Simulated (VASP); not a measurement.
# CoSi (P2_13) in VASP: single point with PBEsol

Aim: the single point of CoSi with PBEsol.

All numbers are computed with VASP 6.6.1; they aren't measurements. Logs are shortened: lines on timing, memory, paths and dates and some standing lists are left out, and cuts for length are marked.

### 1 The cell of the first run

It takes space group P2_13 (No. 198, cubic). Conventional cell: a = 4.445 Å, b = 4.445 Å, c = 4.445 Å, α = 90.00°, β = 90.00°, γ = 90.00°. Co (site symmetry 3) has 7 Si at 2.32 to 2.45 Å and 6 Co at 2.73 Å within 3.1 Å. Si (site symmetry 3) has 7 Co at 2.32 to 2.45 Å and 6 Si at 2.75 Å within 3.1 Å.

### 2 Single point, PBEsol

Contents of INCAR:

```
ALGO = Normal
EDIFF = 1E-6
ENCUT = 520
GGA = PS
ISIF = 2
ISMEAR = -1
LASPH = T
LCHARG = T
LELF = T
LREAL = F
LVHAR = T
LWAVE = F
NBANDS = 36
NELM = 100
PREC = Accurate
SIGMA = 0.05
```

Contents of KPOINTS:

```
k-points
0
Gamma
  8 8 8
```

Contents of POSCAR:

```
CoSi
1.0
    4.4450000000      0.0000000000      0.0000000000
    0.0000000000      4.4450000000      0.0000000000
    0.0000000000      0.0000000000      4.4450000000
Co Si
4 4
Direct
    0.1440335298      0.1440335298      0.1440335298
    0.6440335298      0.3559664702      0.8559664702
    0.8559664702      0.6440335298      0.3559664702
    0.3559664702      0.8559664702      0.6440335298
    0.8426782099      0.8426782099      0.8426782099
    1.3426782099     -0.3426782099      0.1573217901
    0.1573217901      1.3426782099     -0.3426782099
   -0.3426782099      0.1573217901      1.3426782099
```

Potentials or basis: VASP PAW PBE potentials, release 64 (Co, Si).

Launch:

```sh
> cat potpaw_PBE.64/Co/POTCAR potpaw_PBE.64/Si/POTCAR > POTCAR
> mpirun -np 1 vasp_std > vasp.out
```

OUTCAR:

```text
EDIFF = 1E-6
   ENCUT = 520
   GGA = PS
   ISIF = 2
   ISMEAR = -1
   LASPH = T
   LREAL = F
   NELM = 100
   PREC = Accurate

 ion  position               nearest neighbor table
   1  0.144  0.144  0.144-   5 2.32   6 2.34   7 2.34   8 2.34   6 2.45   7 2.45   8 2.45   2 2.73
                             4 2.73   4 2.73   2 2.73   3 2.73   3 2.73
   2  0.644  0.356  0.856-   6 2.32   5 2.34   7 2.34   8 2.34   7 2.45   8 2.45   5 2.45   3 2.73
                             1 2.73   3 2.73   1 2.73   4 2.73   4 2.73
   3  0.856  0.644  0.356-   7 2.32   6 2.34   5 2.34   8 2.34   8 2.45   5 2.45   6 2.45   2 2.73
                             2 2.73   4 2.73   4 2.73   1 2.73   1 2.73
   4  0.356  0.856  0.644-   8 2.32   6 2.34   7 2.34   5 2.34   6 2.45   7 2.45   5 2.45   1 2.73
                             1 2.73   3 2.73   3 2.73   2 2.73   2 2.73
   5  0.843  0.843  0.843-   1 2.32   2 2.34   3 2.34   4 2.34   2 2.45   3 2.45   4 2.45   6 2.75
                             7 2.75   8 2.75   8 2.75   7 2.75   6 2.75
   6  0.343  0.657  0.157-   2 2.32   1 2.34   3 2.34   4 2.34   3 2.45   4 2.45   1 2.45   8 2.75
                             5 2.75   7 2.75   7 2.75   8 2.75   5 2.75
   7  0.157  0.343  0.657-   3 2.32   2 2.34   1 2.34   4 2.34   4 2.45   1 2.45   2 2.45   8 2.75
                             5 2.75   6 2.75   5 2.75   6 2.75   8 2.75
   8  0.657  0.157  0.343-   4 2.32   2 2.34   3 2.34   1 2.34   2 2.45   3 2.45   1 2.45   7 2.75
                             5 2.75   5 2.75   6 2.75   6 2.75   7 2.75

  LATTYP: Found a simple cubic cell.
 ALAT       =     4.4450000000

  Lattice vectors:

 A1 = (   4.4450000000,   0.0000000000,   0.0000000000)
 A2 = (   0.0000000000,   4.4450000000,   0.0000000000)
 A3 = (   0.0000000000,   0.0000000000,   4.4450000000)

Analysis of symmetry for initial positions (statically):
=====================================================================
 Subroutine PRICEL returns:
 Original cell was already a primitive cell.

 Routine SETGRP: Setting up the symmetry group for a
 simple cubic supercell.

 Subroutine GETGRP returns: Found 12 space group operations
 (whereof  3 operations were pure point group operations)
 out of a pool of 48 trial point group operations.

The static configuration has the point symmetry C_3 .
 The point group associated with its full space group is T   .

Analysis of symmetry for dynamics (positions and initial velocities):
=====================================================================
 Subroutine PRICEL returns:
 Original cell was already a primitive cell.

 Routine SETGRP: Setting up the symmetry group for a
 simple cubic supercell.

 Subroutine GETGRP returns: Found 12 space group operations
 (whereof  3 operations were pure point group operations)
 out of a pool of 48 trial point group operations.

The dynamic configuration has the point symmetry C_3 .
 The point group associated with its full space group is T   .

 Subroutine INISYM returns: Found 12 space group operations
 (whereof  3 operations are pure point group operations),
 and found     1 'primitive' translations

----------------------------------------------------------------------------------------

                                     Primitive cell

  volume of cell :      87.8244

  direct lattice vectors                    reciprocal lattice vectors
     4.445000000  0.000000000  0.000000000     0.224971879  0.000000000  0.000000000
     0.000000000  4.445000000  0.000000000     0.000000000  0.224971879  0.000000000
     0.000000000  0.000000000  4.445000000     0.000000000  0.000000000  0.224971879

  length of vectors
     4.445000000  4.445000000  4.445000000     0.224971879  0.224971879  0.224971879

  position of ions in fractional coordinates (direct lattice)
     0.144033530  0.144033530  0.144033530
     0.644033530  0.355966470  0.855966470
     0.855966470  0.644033530  0.355966470
     0.355966470  0.855966470  0.644033530
     0.842678210  0.842678210  0.842678210
     0.342678210  0.657321790  0.157321790
     0.157321790  0.342678210  0.657321790
     0.657321790  0.157321790  0.342678210

  ion indices of the primitive-cell ions
   primitive index   ion index
                 1           1
                 2           2
                 3           3
                 4           4
                 5           5
                 6           6
                 7           7
                 8           8

----------------------------------------------------------------------------------------

 KPOINTS: k-points

Automatic generation of k-mesh.
 Grid dimensions read from file:
 generate k-points for:    8    8    8

 Generating k-lattice:

  Cartesian coordinates                     Fractional coordinates (reciprocal lattice)
     0.028121485  0.000000000  0.000000000     0.125000000  0.000000000  0.000000000
     0.000000000  0.028121485  0.000000000     0.000000000  0.125000000  0.000000000
     0.000000000  0.000000000  0.028121485     0.000000000  0.000000000  0.125000000

  Length of vectors
     0.028121485  0.028121485  0.028121485

  Shift w.r.t. Gamma in fractional coordinates (k-lattice)
     0.000000000  0.000000000  0.000000000

 Subroutine IBZKPT returns following result:
 ===========================================

 Found     45 irreducible k-points:

 Following reciprocal coordinates:
            Coordinates               Weight
  0.000000  0.000000  0.000000      1.000000
  0.125000  0.000000  0.000000      6.000000
  0.250000  0.000000  0.000000      6.000000
  0.375000  0.000000  0.000000      6.000000
  0.500000  0.000000  0.000000      3.000000
  0.125000  0.125000  0.000000     12.000000
[... 16 lines left out ...]
  0.250000  0.125000  0.125000     24.000000
  0.375000  0.125000  0.125000     24.000000
 [... further k-points ...]
   k-points           NKPTS =     45   k-points in BZ     NKDIM =     45   number of bands    NBANDS=     36
   number of dos      NEDOS =    301   number of ions     NIONS =      8
   total plane-waves  NPLWV =  46656
   dimension x,y,z NGX =    36 NGY =   36 NGZ =   36
   dimension x,y,z NGXF=    72 NGYF=   72 NGZF=   72
   ions per type =               4   4
   NGX,Y,Z   is equivalent  to a cutoff of  13.46, 13.46, 13.46 a.u.
   NGXF,Y,Z  is equivalent  to a cutoff of  26.93, 26.93, 26.93 a.u.
 SYSTEM =  unknown system
   PREC   = accura    normal or accurate (medium, high low for compatibility)
   ISTART =      0    job   : 0-new  1-cont  2-samecut
   ICHARG =      2    charge: 1-file 2-atom 10-const
   ISPIN  =      1    spin polarized calculation?
   LNONCOLLINEAR =      F non collinear calculations
   LSORBIT =      F    spin-orbit coupling
   LASPH  =      T    aspherical Exc in radial PAW
   ENCUT  =  520.0 eV  38.22 Ry    6.18 a.u.   8.26  8.26  8.26*2*pi/ulx,y,z
   NELM   =    100;   NELMIN=  2; NELMDL= -5     # of ELM steps
   EDIFF  = 0.1E-05   stopping-criterion for ELM
   LREAL  =      F    real-space projection
   EDIFFG = 0.1E-04   stopping-criterion for IOM
   NSW    =      0    number of steps for IOM
   IBRION =     -1    ionic relax: 0-MD 1-quasi-New 2-CG
   NFREE  =      0    steps in history (QN), initial steepest desc. (CG)
   ISIF   =      2    stress and relaxation
   ISYM   =      2    0-nonsym 1-usesym 2-fastsym
   POTIM  = 0.5000    time-step for ionic-motion
   TEBEG  =    0.0;   TEEND  =   0.0 temperature during run
   PSTRESS=    0.0 pullay stress
   NELECT =      52.0000    total number of electrons
   NUPDOWN=      -1.0000    fix difference up-down
   EMIN   =  10.00;   EMAX   =-10.00  energy-range for DOS
   EFERMI =   0.00;   METHOD = LEGACY
   ISMEAR =    -1;   SIGMA  =   0.05  broadening in eV -4-tet -1-fermi 0-gaus
   EFERMI_NEDOS =   21; number of points for ismear=-14 and -15
   IALGO  =     38    algorithm
   IMIX   =      4    mixing-type and parameters
     AMIX     =   0.40;   BMIX     =  1.00
     AMIX_MAG =   1.60;   BMIX_MAG =  1.00
  volume/ion in A,a.u.               =      10.98        74.08
  Fermi-wavevector in a.u.,A,eV,Ry     =   1.374688  2.597784 25.711847  1.889767
  Thomas-Fermi vector in A             =   2.500092
   LORBIT       =      0    0 simple, 1 ext, 2 COOP (PROOUT), +10 PAW based schemes
   GGA     = PS    functional components
   LHFCALC =     F    Hartree Fock is set to
   AEXX    =    0.0000 exact exchange contribution
   IVDW    =     0    specifies the selected vdW correction
   LEPSILON=     F    determine dielectric tensor
   LRPA    =     F    only Hartree local field effects (RPA)
 non-spin polarized calculation
  energy-cutoff  :      520.00
  volume of cell :       87.82
 maximum number of plane-waves:      2392
 NGX is ok and might be reduce to    36
   NGX = 17   NGY = 17   NGZ = 17

 number of electron      52.0000009 magnetization

 Free energy of the ion-electron system (eV)
  ---------------------------------------------------
  ext. energy  EPLUGINS =         0.00000000
  ---------------------------------------------------
  free energy    TOTEN  =       -59.73430822 eV

  energy without entropy =      -59.72015416  energy(sigma->0) =      -59.72723119

 E-fermi :  11.8812     XC(G=0): -12.9245

 val. band max:       11.8447682669   @ k =   0.5000   0.5000   0.3750
 cond. band min:      11.9821040256   @ k =   0.5000   0.3750   0.3750
 fundamental gap:      0.1373357586
 Fermi energy:        11.8811847464

 k-point     1 :       0.0000    0.0000    0.0000
  band No.  band energies     occupation
      1      -1.7363      2.00000
      2       3.7342      2.00000
      3       3.7342      2.00000
      4       3.7342      2.00000
      5       6.4057      2.00000
      6       6.4057      2.00000
[... 28 lines left out ...]
     35      15.3999      0.00000
     36      16.6753      0.00000

 k-point     2 :       0.1250    0.0000    0.0000
  band No.  band energies     occupation
      1      -1.6206      2.00000
      2       2.9441      2.00000
      3       3.8079      2.00000
      4       4.2995      2.00000
      5       5.9722      2.00000
      6       6.4759      2.00000
[... 28 lines left out ...]
     35      15.8073      0.00000
     36      17.1113      0.00000
[... 817 lines left out ...]
     35      16.3384      0.00000
     36      16.9054      0.00000

 k-point    24 :       0.3750    0.1250    0.1250
  band No.  band energies     occupation
      1      -0.4965      2.00000
      2       1.1393      2.00000
      3       3.7582      2.00000
      4       4.6858      2.00000
      5       5.5547      2.00000
      6       6.2841      2.00000
[... 28 lines left out ...]
     35      16.6477      0.00000
     36      17.4486      0.00000

 [... further k-points ...]
[... 5 lines left out ...]
  --------------------------------------------------------------------------------------
  -------------------------------------------------------------------------------------
  Total       -4.7310641     -4.7310641     -4.7310641     -0.0000000     -0.0000000      0.0000000
  in kB      -86.3086095    -86.3086095    -86.3086095     -0.0000000     -0.0000000      0.0000000
  external PRESSURE =     -86.3086095 kB  Pullay stress =       0.0000000 kB

 VOLUME and BASIS-vectors are now :
 -----------------------------------------------------------------------------
  energy-cutoff  :      520.00
  volume of cell :       87.82
      direct lattice vectors                 reciprocal lattice vectors
     4.445000000  0.000000000  0.000000000     0.224971879  0.000000000  0.000000000
     0.000000000  4.445000000  0.000000000     0.000000000  0.224971879  0.000000000
     0.000000000  0.000000000  4.445000000     0.000000000  0.000000000  0.224971879

 POSITION                                       TOTAL-FORCE (eV/Angst)
 -----------------------------------------------------------------------------------
      0.64023      0.64023      0.64023         0.004746      0.004746      0.004746
      2.86273      1.58227      3.80477         0.004746     -0.004746     -0.004746
      3.80477      2.86273      1.58227        -0.004746      0.004746     -0.004746
      1.58227      3.80477      2.86273        -0.004746     -0.004746      0.004746
      3.74570      3.74570      3.74570         0.002242      0.002242      0.002242
      1.52320      2.92180      0.69930         0.002242     -0.002242     -0.002242
      0.69930      1.52320      2.92180        -0.002242      0.002242     -0.002242
      2.92180      0.69930      1.52320        -0.002242     -0.002242      0.002242
 -----------------------------------------------------------------------------------
    total drift:                               -0.000000      0.000000      0.000000

  FREE ENERGIE OF THE ION-ELECTRON SYSTEM (eV)
  ---------------------------------------------------
  free  energy   TOTEN  =       -59.7343082179 eV

  energy  without entropy=      -59.7201541569  energy(sigma->0) =      -59.72723119
```

Run time: 1.8 min. Hardware: 1 thread of Intel Xeon 6975P-C (Granite Rapids), shared host; peak memory 0.27 GiB.

Results:

| Quantity | Value |
| --- | --- |
| Free energy | -59.7343 eV |
| Pressure | -8.6 GPa |
| Largest force | 0.008 eV/Å |
| Band gap on the k mesh | zero (band 26 reaches 11.84 eV, above the bottom of band 27 at 11.63 eV) |

Forces on the atoms (eV/Å):
```
Co   0.005  0.005  0.005
Co   0.005 -0.005 -0.005
Co  -0.005  0.005 -0.005
Co  -0.005 -0.005  0.005
Si   0.002  0.002  0.002
Si   0.002 -0.002 -0.002
Si  -0.002  0.002 -0.002
Si  -0.002 -0.002  0.002
```

Caveat: the PAW data sets were made with another functional, which shifts forces and pressure a little.
